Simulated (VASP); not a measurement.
# TaN (P1) in VASP: single point with PBEsol

Aim: the single point of TaN with PBEsol.

Program: VASP 6.6.1. These are calculated values, not measurements. Logs are shortened: lines on timing, memory, paths and dates and some standing lists are left out, and cuts for length are marked.

## Step 1: The cell of the first run

The typed cell holds 6 atoms: a = 5.197 Å, b = 5.264 Å, c = 2.912 Å, α = 90.62°, β = 91.71°, γ = 121.27°.

## Step 2: Single point, PBEsol (equal xy, yz and zx shear strains of -3 %)

INCAR reads:

```
SYSTEM = TaN
  ALGO = Normal
  EDIFF = 1E-7
  ENCUT = 520
  GGA = PS
  ISIF = 2
  ISMEAR = -1
  LASPH = .True.
  LCHARG = .True.
  LELF = .True.
  LREAL = .False.
  LVHAR = .True.
  LWAVE = .False.
  NBANDS = 33
  NELM = 60
  PREC = Accurate
  SIGMA = 0.01
```

KPOINTS reads:

```
k-points
0
Gamma
  6 6 9
  0 0 0
```

POSCAR reads:

```
TaN
1.0
    5.1960008669     -0.0779400130     -0.0779400130
   -2.6654984646      4.5388387553     -0.0285280247
   -0.0436650000     -0.0436650000      2.9110000000
Ta N
3 3
Direct
    0.3333333333      0.6666666667      0.5000000000
    0.6666666667      0.3333333333      0.5000000000
    0.0000000000      0.0000000000      0.0000000000
    0.3928500000      0.0000000000      0.0000000000
    0.6071500000      0.6071500000      0.0000000000
    0.0000000000      0.3928500000      0.0000000000
```

Potentials or basis: VASP PAW PBE potentials, release 64 (Ta_pv, N).

Launch:

```console
cat potpaw_PBE.64/Ta_pv/POTCAR potpaw_PBE.64/N/POTCAR > POTCAR
mpirun -np 1 vasp_std > vasp.out
```

OUTCAR:

```text
SYSTEM = TaN
   EDIFF = 1E-7
   ENCUT = 520
   GGA = PS
   ISIF = 2
   ISMEAR = -1
   LASPH = .True.
   LREAL = .False.
   NELM = 60
   PREC = Accurate

 ion  position               nearest neighbor table
   1  0.333  0.667  0.500-   6 2.10   5 2.14   4 2.16   6 2.19   4 2.19   5 2.20   2 2.96   2 3.00
                             2 3.04   3 3.25   3 3.30   3 3.35   3 3.36   3 3.37   3 3.38
   2  0.667  0.333  0.500-   4 2.11   6 2.12   5 2.18   5 2.18   4 2.19   6 2.19   1 2.96   1 3.00
                             1 3.04   3 3.25   3 3.30   3 3.35   3 3.36   3 3.37   3 3.38
   3  0.000  0.000  0.000-   5 2.02   4 2.04   6 2.07   2 3.25   1 3.25   2 3.30   1 3.30   1 3.35
                             2 3.35   2 3.36   1 3.36   2 3.37   1 3.37   1 3.38   2 3.38
   4  0.393  0.000  0.000-   3 2.04   2 2.11   1 2.16   2 2.19   1 2.19
   5  0.607  0.607  0.000-   3 2.02   1 2.14   2 2.18   2 2.18   1 2.20
   6  0.000  0.393  0.000-   3 2.07   1 2.10   2 2.12   1 2.19   2 2.19

  LATTYP: Found a triclinic cell.
 ALAT       =     5.1297558850
 B/A-ratio  =     1.0131417463
 C/A-ratio  =     0.5676010646
 COS(alpha) =     0.0297616073
 COS(beta)  =     0.0411893908
 COS(gamma) =     0.4804578458

  Lattice vectors:

 A1 = (   2.5305024023,   4.4608987423,  -0.1064680377)
 A2 = (   5.1960008669,  -0.0779400130,  -0.0779400130)
 A3 = (   0.0436650000,   0.0436650000,  -2.9110000000)

Analysis of symmetry for initial positions (statically):
=====================================================================
 Subroutine PRICEL returns:
 Original cell was already a primitive cell.

 Routine SETGRP: Setting up the symmetry group for a
 triclinic supercell.

 Subroutine GETGRP returns: Found  1 space group operations
 (whereof  1 operations were pure point group operations)
 out of a pool of  2 trial point group operations.

The static configuration has the point symmetry C_1 .

Analysis of symmetry for dynamics (positions and initial velocities):
=====================================================================
 Subroutine PRICEL returns:
 Original cell was already a primitive cell.

 Routine SETGRP: Setting up the symmetry group for a
 triclinic supercell.

 Subroutine GETGRP returns: Found  1 space group operations
 (whereof  1 operations were pure point group operations)
 out of a pool of  2 trial point group operations.

The dynamic configuration has the point symmetry C_1 .

 Subroutine INISYM returns: Found  1 space group operations
 (whereof  1 operations are pure point group operations),
 and found     1 'primitive' translations

----------------------------------------------------------------------------------------

                                     Primitive cell

  volume of cell :      68.0166

  direct lattice vectors                    reciprocal lattice vectors
     5.196000867 -0.077940013 -0.077940013     0.194236537  0.114097275  0.004625007
    -2.665498465  4.538838755 -0.028528025     0.003385740  0.222330276  0.003385740
    -0.043665000 -0.043665000  2.911000000     0.005233730  0.005233730  0.343681574

  length of vectors
     5.197169836  5.263720467  2.911654901     0.225316247  0.222381830  0.343761266

  position of ions in fractional coordinates (direct lattice)
     0.333333333  0.666666667  0.500000000
     0.666666667  0.333333333  0.500000000
     0.000000000  0.000000000  0.000000000
     0.392850000  1.000000000  0.000000000
     0.607150000  0.607150000  0.000000000
     0.000000000  0.392850000  0.000000000

  ion indices of the primitive-cell ions
   primitive index   ion index
                 1           1
                 2           2
                 3           3
                 4           4
                 5           5
                 6           6

----------------------------------------------------------------------------------------

 KPOINTS: k-points

Automatic generation of k-mesh.
 Grid dimensions read from file:
 generate k-points for:    6    6    9

 Generating k-lattice:

  Cartesian coordinates                     Fractional coordinates (reciprocal lattice)
     0.032372756  0.019016213  0.000770835     0.166666667  0.000000000  0.000000000
     0.000564290  0.037055046  0.000564290    -0.000000000  0.166666667 -0.000000000
     0.000581526  0.000581526  0.038186842     0.000000000  0.000000000  0.111111111

  Length of vectors
     0.037552708  0.037063638  0.038195696

  Shift w.r.t. Gamma in fractional coordinates (k-lattice)
     0.000000000  0.000000000  0.000000000

 Subroutine IBZKPT returns following result:
 ===========================================

 Found    164 irreducible k-points:

 Following reciprocal coordinates:
            Coordinates               Weight
  0.000000  0.000000  0.000000      1.000000
  0.166667 -0.000000  0.000000      2.000000
  0.333333 -0.000000  0.000000      2.000000
  0.500000  0.000000  0.000000      1.000000
  0.000000  0.166667  0.000000      2.000000
  0.166667  0.166667  0.000000      2.000000
[... 16 lines left out ...]
  0.333333  0.000000  0.111111      2.000000
  0.500000  0.000000  0.111111      2.000000
 [... further k-points ...]
   k-points           NKPTS =    164   k-points in BZ     NKDIM =    164   number of bands    NBANDS=     33
   number of dos      NEDOS =    301   number of ions     NIONS =      6
   total plane-waves  NPLWV =  38400
   dimension x,y,z NGX =    40 NGY =   40 NGZ =   24
   dimension x,y,z NGXF=    80 NGYF=   80 NGZF=   48
   ions per type =               3   3
   NGX,Y,Z   is equivalent  to a cutoff of  12.80, 12.63, 13.70 a.u.
   NGXF,Y,Z  is equivalent  to a cutoff of  25.59, 25.27, 27.41 a.u.
 SYSTEM =  TaN
   PREC   = accura    normal or accurate (medium, high low for compatibility)
   ISTART =      0    job   : 0-new  1-cont  2-samecut
   ICHARG =      2    charge: 1-file 2-atom 10-const
   ISPIN  =      1    spin polarized calculation?
   LNONCOLLINEAR =      F non collinear calculations
   LSORBIT =      F    spin-orbit coupling
   LASPH  =      T    aspherical Exc in radial PAW
   ENCUT  =  520.0 eV  38.22 Ry    6.18 a.u.   9.66  9.79  5.41*2*pi/ulx,y,z
   NELM   =     60;   NELMIN=  2; NELMDL= -5     # of ELM steps
   EDIFF  = 0.1E-06   stopping-criterion for ELM
   LREAL  =      F    real-space projection
   EDIFFG = 0.1E-05   stopping-criterion for IOM
   NSW    =      0    number of steps for IOM
   IBRION =     -1    ionic relax: 0-MD 1-quasi-New 2-CG
   NFREE  =      0    steps in history (QN), initial steepest desc. (CG)
   ISIF   =      2    stress and relaxation
   ISYM   =      2    0-nonsym 1-usesym 2-fastsym
   POTIM  = 0.5000    time-step for ionic-motion
   TEBEG  =    0.0;   TEEND  =   0.0 temperature during run
   PSTRESS=    0.0 pullay stress
   NELECT =      48.0000    total number of electrons
   NUPDOWN=      -1.0000    fix difference up-down
   EMIN   =  10.00;   EMAX   =-10.00  energy-range for DOS
   EFERMI =   0.00;   METHOD = LEGACY
   ISMEAR =    -1;   SIGMA  =   0.01  broadening in eV -4-tet -1-fermi 0-gaus
   EFERMI_NEDOS =   21; number of points for ismear=-14 and -15
   IALGO  =     38    algorithm
   IMIX   =      4    mixing-type and parameters
     AMIX     =   0.40;   BMIX     =  1.00
     AMIX_MAG =   1.60;   BMIX_MAG =  1.00
  volume/ion in A,a.u.               =      11.34        76.50
  Fermi-wavevector in a.u.,A,eV,Ry     =   1.457528  2.754328 28.904048  2.124388
  Thomas-Fermi vector in A             =   2.574319
   LORBIT       =      0    0 simple, 1 ext, 2 COOP (PROOUT), +10 PAW based schemes
   GGA     = PS    functional components
   LHFCALC =     F    Hartree Fock is set to
   AEXX    =    0.0000 exact exchange contribution
   IVDW    =     0    specifies the selected vdW correction
   LEPSILON=     F    determine dielectric tensor
   LRPA    =     F    only Hartree local field effects (RPA)
 non-spin polarized calculation
  energy-cutoff  :      520.00
  volume of cell :       68.02
 maximum number of plane-waves:      1848
 NGX is ok and might be reduce to    40
   NGX = 19   NGY = 19   NGZ = 11

 number of electron      48.0000001 magnetization

 Free energy of the ion-electron system (eV)
  ---------------------------------------------------
  ext. energy  EPLUGINS =         0.00000000
  ---------------------------------------------------
  free energy    TOTEN  =       -71.31630813 eV

  energy without entropy =      -71.31606076  energy(sigma->0) =      -71.31618444

 E-fermi :   8.1434     XC(G=0): -13.1635

 val. band max:        8.1335717981   @ k =  -0.0000  -0.0000   0.2222
 cond. band min:       8.1639680557   @ k =   0.1667  -0.1667   0.3333
 fundamental gap:      0.0303962576
 Fermi energy:         8.1433896316

 k-point     1 :       0.0000    0.0000    0.0000
  band No.  band energies     occupation
      1     -27.9960      2.00000
      2     -27.9812      2.00000
      3     -27.6420      2.00000
      4     -27.6304      2.00000
      5     -27.4630      2.00000
      6     -27.3558      2.00000
[... 25 lines left out ...]
     32      11.3131      0.00000
     33      11.4620      0.00000

 k-point     2 :       0.1667   -0.0000    0.0000
  band No.  band energies     occupation
      1     -28.0065      2.00000
      2     -27.9932      2.00000
      3     -27.6138      2.00000
      4     -27.5980      2.00000
      5     -27.4561      2.00000
      6     -27.3627      2.00000
[... 25 lines left out ...]
     32      11.3475      0.00000
     33      11.7192      0.00000

 k-point     3 :       0.3333   -0.0000    0.0000
  band No.  band energies     occupation
      1     -28.0466      2.00000
      2     -27.9529      2.00000
      3     -27.6135      2.00000
      4     -27.5588      2.00000
      5     -27.4377      2.00000
      6     -27.3805      2.00000
[... 25 lines left out ...]
     32      11.9452      0.00000
     33      12.2041      0.00000

 k-point     4 :       0.5000    0.0000    0.0000
  band No.  band energies     occupation
      1     -28.0641      2.00000
      2     -27.8986      2.00000
      3     -27.6781      2.00000
      4     -27.5356      2.00000
      5     -27.4214      2.00000
      6     -27.3957      2.00000
[... 673 lines left out ...]
     32      11.5512      0.00000
     33      11.9224      0.00000

 k-point    23 :       0.3333    0.0000    0.1111
  band No.  band energies     occupation
      1     -28.0272      2.00000
      2     -27.9332      2.00000
      3     -27.6079      2.00000
      4     -27.5483      2.00000
      5     -27.5430      2.00000
      6     -27.4743      2.00000
[... 25 lines left out ...]
     32      11.9427      0.00000
     33      12.0789      0.00000

 k-point    24 :       0.5000    0.0000    0.1111
  band No.  band energies     occupation
      1     -28.0423      2.00000
      2     -27.8847      2.00000
      3     -27.6683      2.00000
      4     -27.5294      2.00000
      5     -27.5243      2.00000
      6     -27.4938      2.00000
[... 25 lines left out ...]
     32      11.9288      0.00000
     33      12.0840      0.00000

 [... further k-points ...]
[... 5 lines left out ...]
  --------------------------------------------------------------------------------------
  -------------------------------------------------------------------------------------
  Total       -0.6409418     -0.6488129     -1.3728373      2.5925973      2.6740922      2.6491793
  in kB      -15.0978137    -15.2832244    -32.3381050     61.0703715     62.9900396     62.4031985
  external PRESSURE =     -20.9063810 kB  Pullay stress =       0.0000000 kB

 VOLUME and BASIS-vectors are now :
 -----------------------------------------------------------------------------
  energy-cutoff  :      520.00
  volume of cell :       68.02
      direct lattice vectors                 reciprocal lattice vectors
     5.196000867 -0.077940013 -0.077940013     0.194236537  0.114097275  0.004625007
    -2.665498465  4.538838755 -0.028528025     0.003385740  0.222330276  0.003385740
    -0.043665000 -0.043665000  2.911000000     0.005233730  0.005233730  0.343681574

 POSITION                                       TOTAL-FORCE (eV/Angst)
 -----------------------------------------------------------------------------------
     -0.06683      2.97808      1.41050         0.200504      0.192575      0.077773
      2.55367      1.43915      1.39403        -0.191800      0.174693      0.022183
      0.00000      0.00000      0.00000         0.024696      0.414165     -0.001267
      2.04125     -0.03062     -0.03062        -0.002425     -0.214672     -0.154058
      1.53639      2.70843     -0.06464        -0.054275     -0.306635      0.130656
     -1.04714      1.78308     -0.01121         0.023300     -0.260126     -0.075287
 -----------------------------------------------------------------------------------
    total drift:                                0.000082      0.000013      0.000014

  FREE ENERGIE OF THE ION-ELECTRON SYSTEM (eV)
  ---------------------------------------------------
  free  energy   TOTEN  =       -71.3163081261 eV

  energy  without entropy=      -71.3160607615  energy(sigma->0) =      -71.31618444
```

Run time: 5.7 min. Hardware: 1 thread of Oxide Virtual Turin-like, shared host; peak memory 0.36 GiB.

What came out:

| Item | Value |
| --- | --- |
| Free energy | -71.3163 eV |
| Pressure | -2.1 GPa |
| Largest force | 0.415 eV/Å |
| Band gap on the k mesh | zero (bands 24 and 25 overlap by 2.97 eV) |

Forces in eV/Å, atoms in the order of the input:
```
Ta   0.201  0.193  0.078
Ta  -0.192  0.175  0.022
Ta   0.025  0.414 -0.001
N   -0.002 -0.215 -0.154
N   -0.054 -0.307  0.131
N    0.023 -0.260 -0.075
```

Caveat: the cell differs from its parent crystal (equal xy, yz and zx shear strains of -3 %); the PAW data sets were made with another functional, which shifts forces and pressure a little; spin-orbit coupling is left out, which moves the levels of the heavy elements.

The gap in the log of VASP goes by the Fermi energy; the results here count the filled bands.